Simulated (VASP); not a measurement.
Here is a VASP 6.6.1 calculation.

Contents of INCAR:

```
ALGO     = Fast           # electronic algorithm
EDIFF    = 1E-7           # SCF threshold, eV
ENCUT    = 520            # plane-wave cutoff, eV
ISIF     = 2              # what is computed and relaxed
ISMEAR   = -1             # smearing method
LASPH    = True           # aspherical terms in the spheres
LCHARG   = False          # write CHGCAR
LREAL    = False          # projectors in reciprocal space
LWAVE    = False          # write WAVECAR
NBANDS   = 32             # bands
NELM     = 100            # most SCF steps
PREC     = Accurate       # precision mode
SIGMA    = 0.15           # smearing width, eV
```

The input KPOINTS:

```
k-points
0
Gamma
  14 14 6
```

File POSCAR:

```
TiCd
1.0
    2.8107998302      0.0000000000      0.0000000000
    0.0000000000      2.8107998302      0.0000000000
    0.0000000000      0.0000000000      8.6881731102
Ti Cd
2 2
Direct
    0.0000000000      0.5000000000      0.6119988118
    0.5000000000      0.0000000000      0.3880011882
    0.0000000000      0.5000000000      0.1323495816
    0.5000000000      0.0000000000      0.8676504184
```

Potentials or basis: VASP PAW LDA potentials, release 64 (Ti_sv, Cd).

Launch:

```console
$ cat potpaw_LDA.64/Ti_sv/POTCAR potpaw_LDA.64/Cd/POTCAR > POTCAR
$ mpirun -np 1 vasp_std > vasp.out
```

(1) Predict the largest force.

(2) Predict the pressure.

(3) Estimate the band gap on the k mesh.

Answers

(1) 0.034 eV/Å.

(2) 2.9 GPa.

(3) zero (bands 24 and 25 overlap by 0.92 eV).
